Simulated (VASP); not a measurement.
Set up this calculation in VASP 6.6.1, as the native input.

| Property | Result |
| --- | --- |
| Task | single point |
| Functional | r2SCAN |
| Potentials or basis | VASP PAW PBE potentials, release 64 (Zn, Se, S) |
| Cutoff | 550 eV |
| k mesh | 6 × 6 × 4 |
| Occupations | gaussian, width 0.1 eV |
| Spin | no spin polarisation |
| Dipole correction | no |
| Further INCAR settings | ALGO = Normal; EDIFF = 1e-06; NBANDS = 46 |

The system is Zn4SeS3.

```
Zn Se S
1.0
     0.00000    2.72739   -2.72739
    -2.72956   -5.46086   -2.73348
    -5.46329    2.73283    2.73283
Zn Se S
4 1 3
Direct
  0.74266 0.48531 0.24761
  0.00112 0.00224 0.99036
  0.25166 0.50332 0.75085
  0.50472 0.00944 0.51182
  0.93662 0.87324 0.31154
  0.18627 0.37253 0.05887
  0.43757 0.87514 0.81283
  0.68939 0.37877 0.56613
```

These files were run (other wordings do the same):

POSCAR

```
Zn4SeS3
1.0
    0.0000000012      2.7273853103     -2.7273853078
   -2.7295646737     -5.4608631592     -2.7334778552
   -5.4632889659      2.7328335510      2.7328335510
Zn Se S
4 1 3
Direct
    0.7426559109      0.4853118217      0.2476083233
    0.0011224898      0.0022449796     -0.0096436625
    0.2516590592      0.5033181184      0.7508464660
    0.5047222157      0.0094444313      0.5118186466
    0.9366208225      0.8732416450      0.3115427416
    0.1862655991      0.3725311981      0.0588708586
    0.4375679916      0.8751359833      0.8128300230
    0.6893859112      0.3787718225      0.5661266033
```

INCAR.step1

```
SYSTEM = Zn4SeS3
PREC = Accurate
ENCUT = 550
ISMEAR = 0
SIGMA = 0.1
LREAL = .False.
LASPH = .True.
NELM = 120
NBANDS = 46
GGA = PE
ALGO = Normal
EDIFF = 1E-5
LWAVE = .True.
LCHARG = .False.
GGA_COMPAT = .False.
```

INCAR.step2

```
SYSTEM = Zn4SeS3
PREC = Accurate
ENCUT = 550
EDIFF = 1E-6
ISMEAR = 0
SIGMA = 0.1
LREAL = .False.
LASPH = .True.
NELM = 120
ALGO = Normal
ISIF = 2
LWAVE = .False.
LCHARG = .True.
METAGGA = R2SCAN
LMIXTAU = .True.
LELF = .True.
LVHAR = .True.
NBANDS = 46
ISTART = 1
GGA_COMPAT = .False.
```

KPOINTS

```
Automatic mesh
0
Gamma
  6 6 4
  0 0 0
```

Potentials or basis: VASP PAW PBE potentials, release 64 (Zn, Se, S).

Command:

```bash
$ cat potpaw_PBE.64/Zn/POTCAR potpaw_PBE.64/Se/POTCAR potpaw_PBE.64/S/POTCAR > POTCAR
$ cp INCAR.step1 INCAR
$ mpirun -np 1 vasp_std > vasp.out
$ cp INCAR.step2 INCAR
$ mpirun -np 1 vasp_std > vasp.out
```

Results of the run:

The pressure is 0.0 GPa and the largest force is 0.028 eV/Å. The band gap on the k mesh is 2.34 eV.

Caveat: the PAW data sets were made with another functional, which shifts forces and pressure a little.

It took 14 min on 1 thread of Intel(R) Xeon(R) 6975P-C (Granite Rapids) (shared host), peak memory 0.52 GiB.
